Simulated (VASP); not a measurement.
# Y (Fm-3m) in VASP: a series of runs

Runs on Y. Level: PBE. Tasks: electric field gradients.

Everything below comes from runs of VASP 6.6.1. Logs are shortened: lines on timing, memory, paths and dates and some standing lists are left out, and cuts for length are marked.

**1. The cell of the first run**

It takes space group Fm-3m (No. 225, cubic). Conventional cell: a = 4.869 Å, b = 4.869 Å, c = 4.869 Å, α = 90.00°, β = 90.00°, γ = 90.00°. Y (site symmetry m-3m) has 12 Y at 3.44 Å within 4.5 Å.

**2. Electric field gradients, PBE (volume scaled by 0.9405)**

INCAR reads:

```
PREC = Accurate ; ENCUT = 520
EDIFF = 1E-8 ; ISMEAR = -1
SIGMA = 0.05 ; LREAL = F
LASPH = T ; NELM = 80
ALGO = Normal ; ISIF = 2
LWAVE = F ; LCHARG = F
GGA = PE ; LEFG = T
NBANDS = 12
```

KPOINTS reads:

```
regular mesh
0
Gamma
  13 13 13
```

POSCAR reads:

```
Y
1.0
    0.0000000000      2.4347030121      2.4347030121
    2.4347030121      0.0000000000      2.4347030121
    2.4347030121      2.4347030121      0.0000000000
Y
1
Direct
    0.0000000000      0.0000000000      0.0000000000
```

Potentials or basis: VASP PAW PBE potentials, release 64 (Y_sv).

The run is started by

```sh
$ cat potpaw_PBE.64/Y_sv/POTCAR > POTCAR
$ mpirun -np 1 vasp_std > vasp.out
```

OUTCAR:

```text
PREC = Accurate
   ENCUT = 520
   EDIFF = 1E-8
   ISMEAR = -1
   LREAL = F
   LASPH = T
   NELM = 80
   ISIF = 2
   GGA = PE

 ion  position               nearest neighbor table
   1  0.000  0.000  0.000-

  LATTYP: Found a face centered cubic cell.
 ALAT       =     4.8694060242

  Lattice vectors:

 A1 = (   0.0000000000,   2.4347030121,   2.4347030121)
 A2 = (   2.4347030121,   0.0000000000,   2.4347030121)
 A3 = (   2.4347030121,   2.4347030121,   0.0000000000)

Analysis of symmetry for initial positions (statically):
=====================================================================
 Subroutine PRICEL returns:
 Original cell was already a primitive cell.

 Routine SETGRP: Setting up the symmetry group for a
 face centered cubic supercell.

 Subroutine GETGRP returns: Found 48 space group operations
 (whereof 48 operations were pure point group operations)
 out of a pool of 48 trial point group operations.

The static configuration has the point symmetry O_h .

Analysis of symmetry for dynamics (positions and initial velocities):
=====================================================================
 Subroutine PRICEL returns:
 Original cell was already a primitive cell.

 Routine SETGRP: Setting up the symmetry group for a
 face centered cubic supercell.

 Subroutine GETGRP returns: Found 48 space group operations
 (whereof 48 operations were pure point group operations)
 out of a pool of 48 trial point group operations.

The dynamic configuration has the point symmetry O_h .

 Subroutine INISYM returns: Found 48 space group operations
 (whereof 48 operations are pure point group operations),
 and found     1 'primitive' translations

----------------------------------------------------------------------------------------

                                     Primitive cell

  volume of cell :      28.8648

  direct lattice vectors                    reciprocal lattice vectors
     0.000000000  2.434703012  2.434703012    -0.205363857  0.205363857  0.205363857
     2.434703012  0.000000000  2.434703012     0.205363857 -0.205363857  0.205363857
     2.434703012  2.434703012  0.000000000     0.205363857  0.205363857 -0.205363857

  length of vectors
     3.443190020  3.443190020  3.443190020     0.355700633  0.355700633  0.355700633

  position of ions in fractional coordinates (direct lattice)
     0.000000000  0.000000000  0.000000000

  ion indices of the primitive-cell ions
   primitive index   ion index
                 1           1

----------------------------------------------------------------------------------------

 KPOINTS: regular mesh

Automatic generation of k-mesh.
 Grid dimensions read from file:
 generate k-points for:   13   13   13

 Generating k-lattice:

  Cartesian coordinates                     Fractional coordinates (reciprocal lattice)
    -0.015797220  0.015797220  0.015797220     0.076923077  0.000000000  0.000000000
     0.015797220 -0.015797220  0.015797220     0.000000000  0.076923077  0.000000000
     0.015797220  0.015797220 -0.015797220     0.000000000  0.000000000  0.076923077

  Length of vectors
     0.027361587  0.027361587  0.027361587

  Shift w.r.t. Gamma in fractional coordinates (k-lattice)
     0.000000000  0.000000000  0.000000000

 Subroutine IBZKPT returns following result:
 ===========================================

 Found     84 irreducible k-points:

 Following reciprocal coordinates:
            Coordinates               Weight
  0.000000  0.000000  0.000000      1.000000
  0.076923  0.000000  0.000000      8.000000
  0.153846  0.000000  0.000000      8.000000
  0.230769  0.000000  0.000000      8.000000
  0.307692  0.000000  0.000000      8.000000
  0.384615  0.000000  0.000000      8.000000
[... 16 lines left out ...]
  0.384615  0.153846  0.000000     24.000000
  0.461538  0.153846  0.000000     24.000000
 [... further k-points ...]
   k-points           NKPTS =     84   k-points in BZ     NKDIM =     84   number of bands    NBANDS=     12
   number of dos      NEDOS =    301   number of ions     NIONS =      1
   total plane-waves  NPLWV =  21952
   dimension x,y,z NGX =    28 NGY =   28 NGZ =   28
   dimension x,y,z NGXF=    56 NGYF=   56 NGZF=   56
   ions per type =               1
   NGX,Y,Z   is equivalent  to a cutoff of  13.52, 13.52, 13.52 a.u.
   NGXF,Y,Z  is equivalent  to a cutoff of  27.04, 27.04, 27.04 a.u.
 SYSTEM =  unknown system
   PREC   = accura    normal or accurate (medium, high low for compatibility)
   ISTART =      0    job   : 0-new  1-cont  2-samecut
   ICHARG =      2    charge: 1-file 2-atom 10-const
   ISPIN  =      1    spin polarized calculation?
   LNONCOLLINEAR =      F non collinear calculations
   LSORBIT =      F    spin-orbit coupling
   LASPH  =      T    aspherical Exc in radial PAW
   ENCUT  =  520.0 eV  38.22 Ry    6.18 a.u.   6.40  6.40  6.40*2*pi/ulx,y,z
   NELM   =     80;   NELMIN=  2; NELMDL= -5     # of ELM steps
   EDIFF  = 0.1E-07   stopping-criterion for ELM
   LREAL  =      F    real-space projection
   EDIFFG = 0.1E-06   stopping-criterion for IOM
   NSW    =      0    number of steps for IOM
   IBRION =     -1    ionic relax: 0-MD 1-quasi-New 2-CG
   NFREE  =      0    steps in history (QN), initial steepest desc. (CG)
   ISIF   =      2    stress and relaxation
   ISYM   =      2    0-nonsym 1-usesym 2-fastsym
   POTIM  = 0.5000    time-step for ionic-motion
   TEBEG  =    0.0;   TEEND  =   0.0 temperature during run
   PSTRESS=    0.0 pullay stress
   NELECT =      11.0000    total number of electrons
   NUPDOWN=      -1.0000    fix difference up-down
   EMIN   =  10.00;   EMAX   =-10.00  energy-range for DOS
   EFERMI =   0.00;   METHOD = LEGACY
   ISMEAR =    -1;   SIGMA  =   0.05  broadening in eV -4-tet -1-fermi 0-gaus
   EFERMI_NEDOS =   21; number of points for ismear=-14 and -15
   IALGO  =     38    algorithm
   IMIX   =      4    mixing-type and parameters
     AMIX     =   0.40;   BMIX     =  1.00
     AMIX_MAG =   1.60;   BMIX_MAG =  1.00
  volume/ion in A,a.u.               =      28.86       194.79
  Fermi-wavevector in a.u.,A,eV,Ry     =   1.186906  2.242928 19.167158  1.408746
  Thomas-Fermi vector in A             =   2.323069
   LORBIT       =      0    0 simple, 1 ext, 2 COOP (PROOUT), +10 PAW based schemes
   GGA     = PE    functional components
   LHFCALC =     F    Hartree Fock is set to
   AEXX    =    0.0000 exact exchange contribution
   IVDW    =     0    specifies the selected vdW correction
   LEPSILON=     F    determine dielectric tensor
   LRPA    =     F    only Hartree local field effects (RPA)
 non-spin polarized calculation
  energy-cutoff  :      520.00
  volume of cell :       28.86
 maximum number of plane-waves:       793
 NGX is ok and might be reduce to    28
   NGX = 13   NGY = 13   NGZ = 13

 number of electron      11.0000000 magnetization

 Free energy of the ion-electron system (eV)
  ---------------------------------------------------
  ext. energy  EPLUGINS =         0.00000000
  ---------------------------------------------------
  free energy    TOTEN  =        -6.35985407 eV

  energy without entropy =       -6.34865769  energy(sigma->0) =       -6.35425588

 E-fermi :   3.6955     XC(G=0):  -9.9350

 val. band max:        3.6626235751   @ k =  -0.3846   0.2308   0.0769
 cond. band min:       3.6961378019   @ k =   0.4615   0.2308   0.0769
 fundamental gap:      0.0335142268
 Fermi energy:         3.6955038265

 k-point     1 :       0.0000    0.0000    0.0000
  band No.  band energies     occupation
      1     -38.7004      2.00000
      2     -18.2888      2.00000
      3     -18.2888      2.00000
      4     -18.2888      2.00000
      5      -1.2154      2.00000
      6       5.6157      0.00000
      7       5.6157      0.00000
      8       5.6157      0.00000
      9       7.9351      0.00000
     10       7.9351      0.00000
     11      13.0157      0.00000
     12      16.6692      0.00000

 k-point     2 :       0.0769    0.0000    0.0000
  band No.  band energies     occupation
      1     -38.6942      2.00000
      2     -18.3404      2.00000
      3     -18.2951      2.00000
      4     -18.2951      2.00000
      5      -1.0462      2.00000
      6       5.4246      0.00000
      7       5.6949      0.00000
      8       5.6949      0.00000
      9       7.8398      0.00000
     10       7.8398      0.00000
     11      13.4061      0.00000
     12      15.9561      0.00000
[... 316 lines left out ...]
 k-point    24 :       0.4615    0.1538    0.0000
  band No.  band energies     occupation
      1     -38.5886      2.00000
      2     -19.0214      2.00000
      3     -18.4902      2.00000
      4     -18.4395      2.00000
      5       1.9630      2.00000
      6       3.9114      0.02629
      7       4.9551      0.00000
      8       6.0638      0.00000
      9       9.3128      0.00000
     10       9.6986      0.00000
     11      12.6512      0.00000
     12      14.5459      0.00000

 [... further k-points ...]

------------------------ aborting loop because EDIFF is reached ----------------------------------------

  FORCE on cell =-STRESS in cart. coord.  units (eV):
  Direction    XX          YY          ZZ          XY          YZ          ZX
  --------------------------------------------------------------------------------------
  -------------------------------------------------------------------------------------
  Total        0.9708750      0.9708750      0.9708750     -0.0000000      0.0000000      0.0000000
  in kB       53.8897182     53.8897182     53.8897182     -0.0000000      0.0000000      0.0000000
  external PRESSURE =      53.8897182 kB  Pullay stress =       0.0000000 kB

 VOLUME and BASIS-vectors are now :
 -----------------------------------------------------------------------------
  energy-cutoff  :      520.00
  volume of cell :       28.86
      direct lattice vectors                 reciprocal lattice vectors
     0.000000000  2.434703012  2.434703012    -0.205363857  0.205363857  0.205363857
     2.434703012  0.000000000  2.434703012     0.205363857 -0.205363857  0.205363857
     2.434703012  2.434703012  0.000000000     0.205363857  0.205363857 -0.205363857

 POSITION                                       TOTAL-FORCE (eV/Angst)
 -----------------------------------------------------------------------------------
      0.00000      0.00000      0.00000         0.000000      0.000000      0.000000
 -----------------------------------------------------------------------------------
    total drift:                               -0.000000      0.000000     -0.000000

  FREE ENERGIE OF THE ION-ELECTRON SYSTEM (eV)
  ---------------------------------------------------
  free  energy   TOTEN  =        -6.3598540688 eV

  energy  without entropy=       -6.3486576923  energy(sigma->0) =       -6.35425588

 Electric field gradients (V/A^2)
---------------------------------------------------------------------
 ion       V_xx      V_yy      V_zz      V_xy      V_xz      V_yz
---------------------------------------------------------------------
   1      -0.000     0.000     0.000     0.000     0.000     0.000
---------------------------------------------------------------------

 Electric field gradients after diagonalization (V/A^2)
 (convention: |V_zz| > |V_xx| > |V_yy|)
----------------------------------------------------------------------
 ion       V_xx      V_yy      V_zz     asymmetry (V_yy - V_xx)/ V_zz
----------------------------------------------------------------------
   1      -0.000    -0.000     0.000       0.000
----------------------------------------------------------------------

           NMR quadrupolar parameters

 Cq : quadrupolar parameter    Cq=e*Q*V_zz/h
 eta: asymmetry parameters     (V_yy - V_xx)/ V_zz
 Q  : nuclear electric quadrupole moment in mb (millibarn)
----------------------------------------------------------------------
 ion       Cq(MHz)       eta       Q (mb)
----------------------------------------------------------------------
   1       0.000       0.000       1.000
----------------------------------------------------------------------
```

Run time: 1.8 min. Hardware: 1 thread of AMD EPYC 7R13, shared host; peak memory 0.16 GiB.

Results:

```yaml
Free_energy: -6.3599 eV
Pressure: 5.4 GPa
```

Caveat: without QUAD_EFG the Cq values of the log hold for a quadrupole moment of 1 mb, not for the nuclei.

**3. Electric field gradients, PBE (volume scaled by 0.97)**

INCAR reads:

```
SYSTEM = Y
  ALGO = Normal
  EDIFF = 1E-8
  ENCUT = 520
  GGA = PE
  ISIF = 2
  ISMEAR = -1
  LASPH = .True.
  LCHARG = .False.
  LEFG = .True.
  LREAL = .False.
  LWAVE = .False.
  NBANDS = 12
  NELM = 100
  PREC = Accurate
  SIGMA = 0.05
```

KPOINTS reads:

```
k-points
0
Gamma
  13 13 13
  0 0 0
```

POSCAR reads:

```
Y
1.0
    0.0000000000      2.4598972736      2.4598972736
    2.4598972736      0.0000000000      2.4598972736
    2.4598972736      2.4598972736      0.0000000000
Y
1
Direct
    0.0000000000      0.0000000000      0.0000000000
```

Potentials or basis: VASP PAW PBE potentials, release 64 (Y_sv).

The run is started by

```sh
$ cat potpaw_PBE.64/Y_sv/POTCAR > POTCAR
$ mpirun -np 1 vasp_std > vasp.out
```

OUTCAR:

```text
SYSTEM = Y
   EDIFF = 1E-8
   ENCUT = 520
   GGA = PE
   ISIF = 2
   ISMEAR = -1
   LASPH = .True.
   LREAL = .False.
   NELM = 100
   PREC = Accurate

 ion  position               nearest neighbor table
   1  0.000  0.000  0.000-

  LATTYP: Found a face centered cubic cell.
 ALAT       =     4.9197945472

  Lattice vectors:

 A1 = (   0.0000000000,   2.4598972736,   2.4598972736)
 A2 = (   2.4598972736,   0.0000000000,   2.4598972736)
 A3 = (   2.4598972736,   2.4598972736,   0.0000000000)

Analysis of symmetry for initial positions (statically):
=====================================================================
 Subroutine PRICEL returns:
 Original cell was already a primitive cell.

 Routine SETGRP: Setting up the symmetry group for a
 face centered cubic supercell.

 Subroutine GETGRP returns: Found 48 space group operations
 (whereof 48 operations were pure point group operations)
 out of a pool of 48 trial point group operations.

The static configuration has the point symmetry O_h .

Analysis of symmetry for dynamics (positions and initial velocities):
=====================================================================
 Subroutine PRICEL returns:
 Original cell was already a primitive cell.

 Routine SETGRP: Setting up the symmetry group for a
 face centered cubic supercell.

 Subroutine GETGRP returns: Found 48 space group operations
 (whereof 48 operations were pure point group operations)
 out of a pool of 48 trial point group operations.

The dynamic configuration has the point symmetry O_h .

 Subroutine INISYM returns: Found 48 space group operations
[... 161 lines left out ...]
     10       7.6596      0.00000
     11      12.7666      0.00000
     12      16.3199      0.00000
[... 331 lines left out ...]
 k-point    24 :       0.4615    0.1538    0.0000
  band No.  band energies     occupation
      1     -38.8298      2.00000
      2     -19.2129      2.00000
      3     -18.7322      2.00000
      4     -18.6866      2.00000
      5       1.8117      2.00000
      6       3.7214      0.04970
      7       4.7722      0.00000
      8       5.8576      0.00000
      9       8.9812      0.00000
     10       9.3535      0.00000
     11      12.1955      0.00000
     12      14.2061      0.00000

 [... further k-points ...]

------------------------ aborting loop because EDIFF is reached ----------------------------------------

  FORCE on cell =-STRESS in cart. coord.  units (eV):
  Direction    XX          YY          ZZ          XY          YZ          ZX
  --------------------------------------------------------------------------------------
  -------------------------------------------------------------------------------------
  Total        0.6958045      0.6958045      0.6958045      0.0000000      0.0000000      0.0000000
  in kB       37.4469875     37.4469875     37.4469875      0.0000000      0.0000000      0.0000000
  external PRESSURE =      37.4469875 kB  Pullay stress =       0.0000000 kB

 VOLUME and BASIS-vectors are now :
 -----------------------------------------------------------------------------
  energy-cutoff  :      520.00
  volume of cell :       29.77
      direct lattice vectors                 reciprocal lattice vectors
     0.000000000  2.459897274  2.459897274    -0.203260520  0.203260520  0.203260520
     2.459897274  0.000000000  2.459897274     0.203260520 -0.203260520  0.203260520
     2.459897274  2.459897274  0.000000000     0.203260520  0.203260520 -0.203260520

 POSITION                                       TOTAL-FORCE (eV/Angst)
 -----------------------------------------------------------------------------------
      0.00000      0.00000      0.00000         0.000000     -0.000000      0.000000
 -----------------------------------------------------------------------------------
    total drift:                               -0.000000     -0.000000     -0.000000

  FREE ENERGIE OF THE ION-ELECTRON SYSTEM (eV)
  ---------------------------------------------------
  free  energy   TOTEN  =        -6.3856350906 eV

  energy  without entropy=       -6.3742331231  energy(sigma->0) =       -6.37993411

 Electric field gradients (V/A^2)
---------------------------------------------------------------------
 ion       V_xx      V_yy      V_zz      V_xy      V_xz      V_yz
---------------------------------------------------------------------
   1      -0.000     0.000     0.000     0.000     0.000     0.000
---------------------------------------------------------------------

 Electric field gradients after diagonalization (V/A^2)
 (convention: |V_zz| > |V_xx| > |V_yy|)
----------------------------------------------------------------------
 ion       V_xx      V_yy      V_zz     asymmetry (V_yy - V_xx)/ V_zz
----------------------------------------------------------------------
   1      -0.000    -0.000     0.000       0.000
----------------------------------------------------------------------

           NMR quadrupolar parameters

 Cq : quadrupolar parameter    Cq=e*Q*V_zz/h
 eta: asymmetry parameters     (V_yy - V_xx)/ V_zz
 Q  : nuclear electric quadrupole moment in mb (millibarn)
----------------------------------------------------------------------
 ion       Cq(MHz)       eta       Q (mb)
----------------------------------------------------------------------
   1       0.000       0.000       1.000
----------------------------------------------------------------------
```

OSZICAR:

```text
N       E                     dE             d eps       ncg     rms          rms(c)
DAV:   1     0.257617697051E+02    0.25762E+02   -0.56771E+03  2016   0.840E+02
DAV:   2    -0.529384094458E+01   -0.31056E+02   -0.30152E+02  2436   0.167E+02
DAV:   3    -0.650581869971E+01   -0.12120E+01   -0.11962E+01  2780   0.222E+01
DAV:   4    -0.653607771871E+01   -0.30259E-01   -0.30245E-01  2288   0.331E+00
DAV:   5    -0.653661022363E+01   -0.53250E-03   -0.53247E-03  2620   0.356E-01    0.232E+01
DAV:   6    -0.640403998763E+01    0.13257E+00   -0.17930E-01  2204   0.286E+00    0.143E+01
DAV:   7    -0.638947055346E+01    0.14569E-01   -0.26862E-01  2428   0.351E+00    0.124E+00
DAV:   8    -0.638576409923E+01    0.37065E-02   -0.34141E-02  2312   0.144E+00    0.198E-01
DAV:   9    -0.638564783467E+01    0.11626E-03   -0.73161E-04  2448   0.223E-01    0.709E-02
DAV:  10    -0.638563395912E+01    0.13876E-04   -0.90155E-05  2308   0.843E-02    0.237E-02
DAV:  11    -0.638563650783E+01   -0.25487E-05   -0.11925E-05  2344   0.272E-02    0.207E-02
DAV:  12    -0.638563521138E+01    0.12965E-05   -0.19274E-06  2204   0.120E-02    0.393E-03
DAV:  13    -0.638563508511E+01    0.12627E-06   -0.12800E-07  2512   0.270E-03    0.451E-04
DAV:  14    -0.638563509058E+01   -0.54704E-08   -0.46247E-09  1384   0.484E-04
   1 F= -.63856351E+01 E0= -.63799341E+01  d E =-.114020E-01
```

Wall time 1.7 min (1 thread of AMD EPYC 7R13, shared host); peak memory 0.16 GiB.

Results:

```yaml
Free_energy: -6.3856 eV
Pressure: 3.7 GPa
```

Caveat: without QUAD_EFG the Cq values of the log hold for a quadrupole moment of 1 mb, not for the nuclei.
